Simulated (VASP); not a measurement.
A run of VASP 6.6.1:

Contents of POSCAR:

```
Li2S
1.0
    0.0000000000      2.8354082881      2.8354082881
    2.8354082881      0.0000000000      2.8354082881
    2.8354082881      2.8354082881      0.0000000000
Li S
2 1
Direct
    0.2500000000      0.2500000000      0.2500000000
    0.7500000000      0.7500000000      0.7500000000
    0.0000000000      0.0000000000      0.0000000000
```

INCAR.step1

```
ALGO = Normal
EDIFF = 1E-5
ENCUT = 830
GGA = PE
GGA_COMPAT = F
ISMEAR = 0
LASPH = T
LCHARG = F
LREAL = F
LWAVE = T
NBANDS = 13
NELM = 120
PREC = Accurate
SIGMA = 0.01
```

Contents of INCAR.step2:

```
ALGO = Normal
EDIFF = 1E-6
ENCUT = 830
GGA_COMPAT = F
ISIF = 2
ISMEAR = 0
ISTART = 1
IVDW = 13
LASPH = T
LCHARG = F
LMIXTAU = T
LREAL = F
LWAVE = F
METAGGA = R2SCAN
NBANDS = 13
NELM = 120
PREC = Accurate
SIGMA = 0.01
VDW_A1 = 0.51559235
VDW_A2 = 5.77342911
VDW_S6 = 1.0
VDW_S8 = 0.6018749
```

Contents of KPOINTS:

```
k-points
0
Gamma
  6 6 6
```

Potentials or basis: VASP PAW PBE potentials, release 64 (Li_sv, S).

Run with:

```sh
$ cat potpaw_PBE.64/Li_sv/POTCAR potpaw_PBE.64/S/POTCAR > POTCAR
$ cp INCAR.step1 INCAR
$ mpirun -np 1 vasp_std > vasp.out
$ cp INCAR.step2 INCAR
$ mpirun -np 1 vasp_std > vasp.out
```

Hardware: 1 thread of Intel Xeon 8259CL (shared host).

Q: Estimate the wall time of this run.

A: It took 2.7 min on 1 thread of Intel Xeon 8259CL, with other jobs on the host, peak memory 0.26 GiB. Counts: k points 16.
